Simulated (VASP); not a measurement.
# N (P4_2/mnm) in VASP: notebook

The runs below take N through single point, relaxation of cell and atoms, with PBE+D3(BJ).

Program: VASP 6.6.1. These are calculated values, not measurements. Logs are shortened: lines on timing, memory, paths and dates and some standing lists are left out, and cuts for length are marked.

## 1. The cell of the first run

It takes space group P4_2/mnm (No. 136, tetragonal). The conventional cell has a = 4.094 Å, b = 4.094 Å, c = 5.325 Å, α = 90.00°, β = 90.00°, γ = 90.00°. N (site symmetry m2m) has 1 N at 1.10 Å within 1.5 Å.

## 2. Single point, PBE+D3(BJ)

INCAR

```
PREC = Accurate
ENCUT = 520
EDIFF = 1E-7
ISMEAR = 0
SIGMA = 0.05
LREAL = False
LASPH = True
NELM = 100
ALGO = Normal
ISIF = 2
LWAVE = False
LCHARG = False
GGA = PE
IVDW = 12
NBANDS = 18
```

KPOINTS

```
Automatic mesh
0
Gamma
  6 6 4
```

POSCAR

```
N
1.0
    4.0943184148      0.0000000000      0.0000000000
    0.0000000000      4.0943184148      0.0000000000
    0.0000000000      0.0000000000      5.3249599977
N
4
Direct
    0.9048714496      0.9048714496      0.0000000000
    0.5951285504      0.4048714496      0.5000000000
    0.0951285504      0.0951285504      0.0000000000
    0.4048714496      0.5951285504      0.5000000000
```

Potentials or basis: VASP PAW PBE potentials, release 64 (N).

Command:

```bash
$ cat potpaw_PBE.64/N/POTCAR > POTCAR
$ mpirun -np 1 vasp_std > vasp.out
```

OUTCAR:

```text
PREC = Accurate
   ENCUT = 520
   EDIFF = 1E-7
   ISMEAR = 0
   LREAL = False
   LASPH = True
   NELM = 100
   ISIF = 2
   GGA = PE
   IVDW = 12
 IVDW          = 12

 ion  position               nearest neighbor table
   1  0.905  0.905  0.000-   3 1.10
   2  0.595  0.405  0.500-   4 1.10
   3  0.095  0.095  0.000-   1 1.10
   4  0.405  0.595  0.500-   2 1.10

  LATTYP: Found a simple tetragonal cell.
 ALAT       =     4.0943184148
 C/A-ratio  =     1.3005730034

  Lattice vectors:

 A1 = (   4.0943184148,   0.0000000000,   0.0000000000)
 A2 = (   0.0000000000,   4.0943184148,   0.0000000000)
 A3 = (   0.0000000000,   0.0000000000,   5.3249599977)

Analysis of symmetry for initial positions (statically):
=====================================================================
 Subroutine PRICEL returns:
 Original cell was already a primitive cell.

 Routine SETGRP: Setting up the symmetry group for a
 simple tetragonal supercell.

 Subroutine GETGRP returns: Found 16 space group operations
 (whereof  8 operations were pure point group operations)
 out of a pool of 16 trial point group operations.

The static configuration has the point symmetry D_2h.
 The point group associated with its full space group is D_4h.

Analysis of symmetry for dynamics (positions and initial velocities):
=====================================================================
 Subroutine PRICEL returns:
 Original cell was already a primitive cell.

 Routine SETGRP: Setting up the symmetry group for a
 simple tetragonal supercell.

 Subroutine GETGRP returns: Found 16 space group operations
 (whereof  8 operations were pure point group operations)
 out of a pool of 16 trial point group operations.

The dynamic configuration has the point symmetry D_2h.
 The point group associated with its full space group is D_4h.

 Subroutine INISYM returns: Found 16 space group operations
 (whereof  8 operations are pure point group operations),
 and found     1 'primitive' translations

----------------------------------------------------------------------------------------

                                     Primitive cell

  volume of cell :      89.2647

  direct lattice vectors                    reciprocal lattice vectors
[... 88 lines left out ...]
   LASPH  =      T    aspherical Exc in radial PAW
   ENCUT  =  520.0 eV  38.22 Ry    6.18 a.u.   7.61  7.61  9.90*2*pi/ulx,y,z
   NELM   =    100;   NELMIN=  2; NELMDL= -5     # of ELM steps
   EDIFF  = 0.1E-06   stopping-criterion for ELM
   LREAL  =      F    real-space projection
   EDIFFG = 0.1E-05   stopping-criterion for IOM
   NSW    =      0    number of steps for IOM
   IBRION =     -1    ionic relax: 0-MD 1-quasi-New 2-CG
   NFREE  =      0    steps in history (QN), initial steepest desc. (CG)
   ISIF   =      2    stress and relaxation
   ISYM   =      2    0-nonsym 1-usesym 2-fastsym
   POTIM  = 0.5000    time-step for ionic-motion
   TEBEG  =    0.0;   TEEND  =   0.0 temperature during run
   PSTRESS=    0.0 pullay stress
   NELECT =      20.0000    total number of electrons
   NUPDOWN=      -1.0000    fix difference up-down
   EMIN   =  10.00;   EMAX   =-10.00  energy-range for DOS
   EFERMI =   0.00;   METHOD = LEGACY
   ISMEAR =     0;   SIGMA  =   0.05  broadening in eV -4-tet -1-fermi 0-gaus
   EFERMI_NEDOS =   21; number of points for ismear=-14 and -15
   IALGO  =     38    algorithm
   IMIX   =      4    mixing-type and parameters
     AMIX     =   0.40;   BMIX     =  1.00
     AMIX_MAG =   1.60;   BMIX_MAG =  1.00
  volume/ion in A,a.u.               =      22.32       150.60
  Fermi-wavevector in a.u.,A,eV,Ry     =   0.994317  1.878987 13.451628  0.988667
  Thomas-Fermi vector in A             =   2.126260
   LORBIT       =      0    0 simple, 1 ext, 2 COOP (PROOUT), +10 PAW based schemes
   GGA     = PE    functional components
   LHFCALC =     F    Hartree Fock is set to
   AEXX    =    0.0000 exact exchange contribution
   IVDW    =    12    specifies the selected vdW correction
   LEPSILON=     F    determine dielectric tensor
   LRPA    =     F    only Hartree local field effects (RPA)
 non-spin polarized calculation
 Gauss-broadening in eV      SIGMA  =   0.05
  energy-cutoff  :      520.00
  volume of cell :       89.26
 maximum number of plane-waves:      2432
   NGX = 15   NGY = 15   NGZ = 19

 number of electron      19.9999999 magnetization

 Free energy of the ion-electron system (eV)
  ---------------------------------------------------
  ext. energy  EPLUGINS =         0.00000000
  ---------------------------------------------------
  free energy    TOTEN  =       -33.30315897 eV

  energy without entropy =      -33.30315897  energy(sigma->0) =      -33.30315897

 E-fermi :  -6.1350     XC(G=0):  -6.4760

 val. band max:       -6.4282359621   @ k =   0.5000   0.5000   0.5000
 cond. band min:       0.5082327711   @ k =   0.0000   0.0000   0.0000
 fundamental gap:      6.9364687331
 Fermi energy:        -6.1349788845

 k-point     1 :       0.0000    0.0000    0.0000
  band No.  band energies     occupation
      1     -24.8763      2.00000
      2     -24.8140      2.00000
      3      -9.7874      2.00000
      4      -9.7874      2.00000
      5      -8.4632      2.00000
      6      -7.9040      2.00000
[... 481 lines left out ...]
      5      -8.2404      2.00000
      6      -8.2404      2.00000
[... 10 lines left out ...]
     17       8.1739      0.00000
     18       8.1739      0.00000

 [... further k-points ...]

------------------------ aborting loop because EDIFF is reached ----------------------------------------

 Edisp (eV)   -0.22091

 E8    (eV) :    -0.0526

  FORCE on cell =-STRESS in cart. coord.  units (eV):
  Direction    XX          YY          ZZ          XY          YZ          ZX
  --------------------------------------------------------------------------------------
  -------------------------------------------------------------------------------------
  Total       1.78394     1.78394    -0.11178    -0.00000     0.00000     0.00000
  in kB      32.01930    32.01930    -2.00637    -0.00000     0.00000     0.00000
  external pressure =       20.68 kB  Pullay stress =        0.00 kB

 VOLUME and BASIS-vectors are now :
 -----------------------------------------------------------------------------
  energy-cutoff  :      520.00
  volume of cell :       89.26
      direct lattice vectors                 reciprocal lattice vectors
     4.094318415  0.000000000  0.000000000     0.244240896  0.000000000  0.000000000
     0.000000000  4.094318415  0.000000000     0.000000000  0.244240896  0.000000000
     0.000000000  0.000000000  5.324959998     0.000000000  0.000000000  0.187794838

 POSITION                                       TOTAL-FORCE (eV/Angst)
 -----------------------------------------------------------------------------------
      3.70483      3.70483      0.00000        -1.237182     -1.237182     -0.000000
      2.43665      1.65767      2.66248         1.237182     -1.237182     -0.000000
      0.38949      0.38949      0.00000         1.237182      1.237182      0.000000
      1.65767      2.43665      2.66248        -1.237182      1.237182      0.000000
 -----------------------------------------------------------------------------------
    total drift:                                0.000000      0.000000     -0.000000

  FREE ENERGIE OF THE ION-ELECTRON SYSTEM (eV)
  ---------------------------------------------------
  free  energy   TOTEN  =       -33.5240668360 eV

  energy  without entropy=      -33.5240668360  energy(sigma->0) =      -33.52406684
```

OSZICAR:

```text
N       E                     dE             d eps       ncg     rms          rms(c)
DAV:   1     0.903210761977E+02    0.90321E+02   -0.88134E+03  1080   0.922E+02
DAV:   2    -0.280495364651E+02   -0.11837E+03   -0.11480E+03  1406   0.217E+02
DAV:   3    -0.349532345928E+02   -0.69037E+01   -0.68520E+01  1216   0.564E+01
DAV:   4    -0.350100575915E+02   -0.56823E-01   -0.56787E-01  1216   0.614E+00
DAV:   5    -0.350106218330E+02   -0.56424E-03   -0.56421E-03  1244   0.554E-01    0.113E+01
DAV:   6    -0.336219971774E+02    0.13886E+01   -0.16195E+00  1162   0.855E+00    0.650E+00
DAV:   7    -0.333112384879E+02    0.31076E+00   -0.10662E+00  1336   0.694E+00    0.182E+00
DAV:   8    -0.333035845759E+02    0.76539E-02   -0.74523E-02  1146   0.202E+00    0.245E-01
DAV:   9    -0.333030695917E+02    0.51498E-03   -0.32081E-03  1180   0.408E-01    0.111E-01
DAV:  10    -0.333031609525E+02   -0.91361E-04   -0.17135E-04  1150   0.121E-01    0.342E-02
DAV:  11    -0.333031587474E+02    0.22051E-05   -0.83305E-06  1178   0.261E-02    0.360E-03
DAV:  12    -0.333031586985E+02    0.48939E-07   -0.15603E-06  1162   0.949E-03    0.508E-03
DAV:  13    -0.333031589341E+02   -0.23560E-06   -0.11120E-07  1082   0.277E-03    0.608E-04
DAV:  14    -0.333031589678E+02   -0.33735E-07   -0.31040E-08   626   0.132E-03
   1 F= -.33524067E+02 E0= -.33524067E+02  d E =-.466294E-18
```

Wall time 61 s (1 thread of Intel Xeon 8259CL, shared host); peak memory 0.2 GiB.

What came out:

* Free energy: -33.5241 eV
* Pressure: 2.1 GPa
* Largest force: 1.750 eV/Å
* Band gap on the k mesh: 6.94 eV (least direct gap 7.12 eV)
* Dispersion energy per atom: -0.055 eV

Forces on the atoms (eV/Å):
```
N   -1.237 -1.237  0.000
N    1.237 -1.237  0.000
N    1.237  1.237  0.000
N   -1.237  1.237  0.000
```

Caveat: the standard files for N, O and F lose accuracy on very short bonds; forces of over 1 eV/Å act on the atoms, so gaps and moduli don't describe the material at rest.

## 3. Single point, PBE+D3(BJ)

This run uses another cell than the first one: it holds 8 atoms, not 4.

INCAR

```
  ALGO = Normal
  EDIFF = 1E-6
  ENCUT = 520
  GGA = PE
  ISIF = 2
  ISMEAR = 0
  IVDW = 12
  LASPH = T
  LCHARG = T
  LELF = T
  LREAL = F
  LVHAR = T
  LWAVE = F
  NBANDS = 30
  NELM = 80
  PREC = Accurate
  SIGMA = 0.05
```

KPOINTS

```
k-points
0
Gamma
  4 4 4
```

POSCAR

```
N
1.0
    0.0000000000      0.0000000000     -5.3249599977
    4.0943184148      4.0943184148      0.0000000000
    4.0943184148     -4.0943184148      0.0000000000
N
8
Direct
    0.0000000000      0.9048714496      0.0000000000
    0.0000000000      0.4048714496      0.5000000000
    0.5000000000      0.5000000000      0.0951285504
    0.5000000000      0.0000000000      0.5951285504
    0.0000000000      0.0951285504      0.0000000000
    0.0000000000      0.5951285504      0.5000000000
    0.5000000000      0.5000000000      0.9048714496
    0.5000000000      0.0000000000      0.4048714496
```

Potentials or basis: VASP PAW PBE potentials, release 64 (N).

Command:

```bash
$ cat potpaw_PBE.64/N/POTCAR > POTCAR
$ mpirun -np 1 vasp_std > vasp.out
```

It took 1.9 min on 1 thread of Intel Xeon 8259CL, shared host; peak memory 0.31 GiB.

It converged, with:

- Free energy: -67.0478 eV
- Pressure: 2.1 GPa
- Largest force: 1.752 eV/Å
- Band gap on the k mesh: 6.94 eV
- Dispersion energy per atom: -0.055 eV

Forces on the atoms (eV/Å):
```
N   -1.238 -1.238  0.000
N   -1.238 -1.238  0.000
N    1.238 -1.238  0.000
N    1.238 -1.238  0.000
N    1.238  1.238  0.000
N    1.238  1.238  0.000
N   -1.238  1.238  0.000
N   -1.238  1.238  0.000
```

Stress tensor (GPa, compression positive):
```
 3.21  0.00  0.00
 0.00  3.21  0.00
 0.00  0.00 -0.20
```

Levels at points of the mesh, in eV from the valence-band top:
```csv
k point,band 16,band 17,band 18,band 19,band 20,band 21,band 22,band 23,band 24,band 25
"(0.00, 0.00, 0.00)",-1.38,-0.99,-0.18,-0.03,-0.03,6.94,7.74,7.74,7.83,8.18
"(0.50, 0.00, 0.00)",-1.49,-0.43,-0.43,0.00,0.00,7.36,7.36,7.77,7.77,8.17
"(0.00, 0.50, 0.00)",-1.50,-0.37,-0.37,-0.08,-0.08,7.74,7.74,7.96,7.96,7.98
"(0.50, 0.50, 0.00)",-1.47,-0.24,-0.24,-0.20,-0.20,7.67,7.67,7.87,7.87,7.99
"(0.00, 0.50, 0.50)",-1.67,-0.23,-0.23,-0.23,-0.23,7.97,7.97,7.97,7.97,7.98
"(0.50, 0.50, 0.50)",-1.47,-0.28,-0.28,-0.28,-0.28,7.60,7.60,7.60,7.60,8.28
```

Caveat: the standard files for N, O and F lose accuracy on very short bonds; forces of over 1 eV/Å act on the atoms, so gaps and moduli don't describe the material at rest. A k mesh can miss the band edges.

## 4. Relaxation of cell and atoms, PBE+D3(BJ)

INCAR

```
PREC = Accurate ; ENCUT = 910
EDIFF = 1E-7 ; ISMEAR = 0
SIGMA = 0.02 ; LREAL = False
LASPH = True ; NELM = 120
ALGO = Normal ; ISIF = 3
LWAVE = False ; LCHARG = False
GGA = PE ; IVDW = 12
IBRION = 2 ; NSW = 100
EDIFFG = -0.005 ; GGA_COMPAT = False
NELMIN = 4
```

KPOINTS

```
Automatic mesh
0
Gamma
  6 6 4
```

POSCAR

```
N
1.0
    4.0840619700      0.0000000000      0.0000000000
    0.0000000000      4.0840619700      0.0000000000
    0.0000000000      0.0000000000      5.3459132500
N
4
Direct
    0.9042752000      0.9042752000      0.0000000000
    0.5957248000      0.4042752000      0.5000000000
    0.0957248000      0.0957248000      0.0000000000
    0.4042752000      0.5957248000      0.5000000000
```

Potentials or basis: VASP PAW PBE potentials, release 64 (N_h).

Command:

```bash
$ cat potpaw_PBE.64/N_h/POTCAR > POTCAR
$ mpirun -np 1 vasp_std > vasp.out
```

Run time: 8.7 min. Hardware: 1 thread of Intel Xeon Platinum 8259CL at 2.50GHz (Skylake/Cascade Lake), shared host; peak memory 0.31 GiB.

Results (log left out):

- Free energy: -33.8843 eV
- Relaxed volume: 21.30 Å³/atom
- Relaxed cell: a = 4.024 Å, b = 4.024 Å, c = 5.259 Å, α = 90.00°, β = 90.00°, γ = 90.00°
- Space group after relaxing (to 0.1 Å): P4_2/mnm (No. 136)
- Energy gained by relaxing: 1.2 meV/atom
- Ionic steps: 11
- Pressure after relaxing: 0.0 GPa
- Band gap on the k mesh: 6.88 eV (least direct gap 7.10 eV)
- Dispersion energy per atom: -0.059 eV

Step by step:
```
step  energy change (eV)  largest force (eV/Å)  pressure (GPa)  volume (Å³)
   1              0.0000                0.5080           -0.92        89.17
   2              0.4763                9.4430           11.85        87.53
   3             -0.0020                0.0230           -0.27        89.06
   4             -0.0020                0.0139           -0.23        89.05
   5             -0.0020                0.0253           -0.21        89.05
   6             -0.0025                0.0237           -0.19        88.72
   7             -0.0037                0.0224           -0.13        87.75
   8             -0.0049                0.0259           -0.01        85.82
   9             -0.0050                0.0280            0.04        85.18
  10              0.0036                1.0849           -1.49        85.16
  11             -0.0050                0.0005            0.00        85.18
```

Final structure:
```
CELL_PARAMETERS angstrom
4.02442 0.00000 0.00000
0.00000 4.02442 0.00000
0.00000 0.00000 5.25940
ATOMIC_POSITIONS crystal
N 0.90318 0.90318 0.00000
N 0.59682 0.40318 0.50000
N 0.09682 0.09682 0.00000
N 0.40318 0.59682 0.50000
```

Levels at points of the mesh, in eV from the valence-band top:
| k point | band 6 | band 7 | band 8 | band 9 | band 10 | band 11 | band 12 | band 13 | band 14 |
| --- | --- | --- | --- | --- | --- | --- | --- | --- | --- |
| (0.00, 0.00, 0.00) | -1.40 | -1.40 | -1.29 | -1.08 | -0.22 | 6.88 | 7.83 | 8.22 | 8.22 |
| (0.50, 0.00, 0.00) | -1.63 | -1.63 | -1.63 | -0.25 | -0.25 | 8.00 | 8.00 | 8.00 | 8.00 |
| (0.50, 0.50, 0.00) | -1.79 | -1.57 | -1.57 | -0.04 | -0.04 | 7.74 | 7.74 | 8.81 | 8.81 |
| (0.00, 0.00, 0.50) | -1.86 | -1.41 | -1.41 | -0.45 | -0.45 | 7.32 | 7.32 | 8.21 | 8.21 |
| (0.50, 0.00, 0.50) | -1.77 | -1.40 | -1.40 | -0.31 | -0.31 | 7.60 | 7.60 | 8.32 | 8.32 |
| (0.50, 0.50, 0.50) | -1.85 | -1.62 | -1.62 | 0.00 | 0.00 | 7.78 | 7.78 | 8.82 | 8.82 |

Caveat: the cutoff is under 1.25 times the usual one of these potentials, so pressure, stress and relaxed cells hold a basis-set (Pulay) error.

## 5. Overview

| task | potentials or basis | cell | k mesh | cutoff (eV) | smearing | gap on the mesh (eV) | pressure (GPa) | largest force (eV/Å) |
| --- | --- | --- | --- | --- | --- | --- | --- | --- |
| single point | VASP PAW PBE potentials, release 64 (N) | a = 4.094, b = 4.094, c = 5.325 Å, 4 atoms, atomic positions A | 6 × 6 × 4 | 520 | gaussian 0.05 eV | 6.94 | 2.1 | 1.75 |
| single point | VASP PAW PBE potentials, release 64 (N) | a = 5.325, b = 5.790, c = 5.790 Å, 8 atoms, atomic positions B | 4 × 4 × 4 | 520 | gaussian 0.05 eV | 6.94 | 2.1 | 1.75 |
| relaxation of cell and atoms | VASP PAW PBE potentials, release 64 (N_h) | relaxed from a = 4.084, b = 4.084, c = 5.346 Å, 4 atoms, atomic positions A | 6 × 6 × 4 | 910 | gaussian 0.02 eV | 6.88 | 0.0 | - |

Alike in all rows: level PBE+D3(BJ); no spin polarisation.

Caveats: the standard files for N, O and F lose accuracy on very short bonds (at least some runs); forces of over 1 eV/Å act on the atoms, so gaps and moduli don't describe the material at rest (at least some runs); the cutoff is under 1.25 times the usual one of these potentials, so pressure, stress and relaxed cells hold a basis-set (Pulay) error (at least some runs).

Absolute energies hang on the potentials; compare differences alone.
